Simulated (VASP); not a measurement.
A run of VASP 6.6.1 is set up as follows.

File INCAR:

```
SYSTEM = Zr12H2CF2
ALGO = Normal
DIPOL = 0.5 0.5 0.498
EDIFF = 1E-6
ENCUT = 520
GGA = PE
IDIPOL = 3
ISIF = 2
ISMEAR = 0
IVDW = 12
LASPH = .TRUE.
LCHARG = .TRUE.
LDIPOL = .TRUE.
LELF = .TRUE.
LREAL = Auto
LVACPOTAV = .TRUE.
LVHAR = .TRUE.
LWAVE = .FALSE.
NBANDS = 96
NELM = 100
PREC = Accurate
SIGMA = 0.1
```

The input KPOINTS:

```
k-points
0
G
  3 4 1
  0 0 0
```

POSCAR

```
Zr12H2CF2
1.0
    6.3710095759      0.0000000000      0.0000000000
    0.0000000000      5.1100856935      0.0000000000
    0.0000000000      0.0000000000     26.1537321639
Zr F C H
12 2 1 2
Direct
    0.5000000000      0.7500000000      0.3058836861
    0.0000000000      0.7500000000      0.3058836861
    0.7500000000      0.2500000000      0.3410440990
    0.2500000000      0.2500000000      0.3410440990
    0.7500000000      0.7500000000      0.4113649250
    0.2500000000      0.7500000000      0.4113649250
   -0.0002624642      0.2499568590      0.4456575523
    0.5002691331      0.2499018002      0.4456062000
   -0.0040825945      0.7473946768      0.5153308184
    0.5045221754      0.7473216282      0.5154583582
    0.2505411479      0.2480534379      0.5451206761
    0.7496875920      0.2415052974      0.5517692720
   -0.2419954390     -0.0405151505      0.7162022267
   -0.2477847739      0.1766630730      0.6423988558
   -0.2435269861     -0.0792617215      0.6650930877
   -0.3878935474     -0.1779276630      0.6525075959
   -0.0976104670     -0.1720578495      0.6518215611
```

Potentials or basis: VASP PAW PBE potentials, release 64 (Zr_sv, F, C, H).

Run with:

```sh
$ cat potpaw_PBE.64/Zr_sv/POTCAR potpaw_PBE.64/F/POTCAR potpaw_PBE.64/C/POTCAR potpaw_PBE.64/H/POTCAR > POTCAR
$ mpirun -np 1 vasp_std > vasp.out
```

What does it give for the largest force?

0.410 eV/Å.

What does it give for the dispersion energy per atom?

-0.283 eV.

Forces on the atoms (eV/Å):
```
Zr   0.000 -0.006  0.409
Zr   0.001 -0.006  0.410
Zr   0.001  0.007 -0.095
Zr  -0.002  0.003 -0.056
Zr  -0.002 -0.009 -0.405
Zr   0.004  0.007 -0.285
Zr  -0.001 -0.001  0.003
Zr   0.001  0.000  0.004
Zr  -0.001  0.000  0.003
Zr   0.002  0.000  0.001
Zr  -0.004  0.003  0.004
Zr   0.004  0.002  0.010
F    0.003  0.065  0.372
F   -0.004  0.201 -0.100
C    0.009 -0.278 -0.261
H    0.004  0.004 -0.009
H   -0.014  0.008 -0.006
```
